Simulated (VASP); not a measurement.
Input of a VASP 6.6.1 run:

POSCAR

```
TaN
1.0
    0.0000000000      2.1790013100      2.1790013100
    2.1790013100      0.0000000000      2.1790013100
    2.1790013100      2.1790013100      0.0000000000
Ta N
1 1
Direct
    0.5000000000      0.5000000000      0.5000000000
    0.0000000000      0.0000000000      0.0000000000
```

The input INCAR.step1:

```
SYSTEM = TaN
  ALGO = Normal
  EDIFF = 1E-5
  ENCUT = 770
  GGA = PE
  GGA_COMPAT = .False.
  ISMEAR = 0
  ISPIN = 2
  LASPH = .True.
  LCHARG = .False.
  LDAU = .True.
  LDAUJ = 0 0
  LDAUL = 2 -1
  LDAUTYPE = 2
  LDAUU = 2 0
  LMAXMIX = 4
  LREAL = .False.
  LWAVE = .True.
  MAGMOM = 0 0
  NBANDS = 20
  NELM = 200
  PREC = Accurate
  SIGMA = 0.05
```

INCAR.step2

```
SYSTEM = TaN
  ALGO = Normal
  EDIFF = 1E-6
  ENCUT = 770
  GGA_COMPAT = .False.
  ISIF = 2
  ISMEAR = 0
  ISPIN = 2
  ISTART = 1
  LASPH = .True.
  LCHARG = .False.
  LDAU = .True.
  LDAUJ = 0 0
  LDAUL = 2 -1
  LDAUPRINT = 1
  LDAUTYPE = 2
  LDAUU = 2 0
  LMAXMIX = 4
  LMIXTAU = .True.
  LORBIT = 11
  LREAL = .False.
  LWAVE = .False.
  MAGMOM = 0 0
  METAGGA = R2SCAN
  NBANDS = 20
  NELM = 200
  PREC = Accurate
  SIGMA = 0.05
```

Contents of KPOINTS:

```
k-points
0
Gamma
  7 7 7
  0 0 0
```

Potentials or basis: VASP PAW PBE potentials, release 64 (Ta_sv_GW, N).

Run with:

```console
$ cat potpaw_PBE.64/Ta_sv_GW/POTCAR potpaw_PBE.64/N/POTCAR > POTCAR
$ cp INCAR.step1 INCAR
$ mpirun -np 1 vasp_std > vasp.out
$ cp INCAR.step2 INCAR
$ mpirun -np 1 vasp_std > vasp.out
```

(1) What does it give for the pressure?

(2) What does it give for the band gap on the k mesh?

(3) Estimate the net moment.

## Answers

(1) 16.1 GPa.

(2) zero (filled and empty bands overlap).

(3) 0.00 μB per cell.

Caveat: the cell stands under pressure; the PAW data sets were made with another functional, which shifts forces and pressure a little; spin-orbit coupling is left out, which moves the levels of the heavy elements.
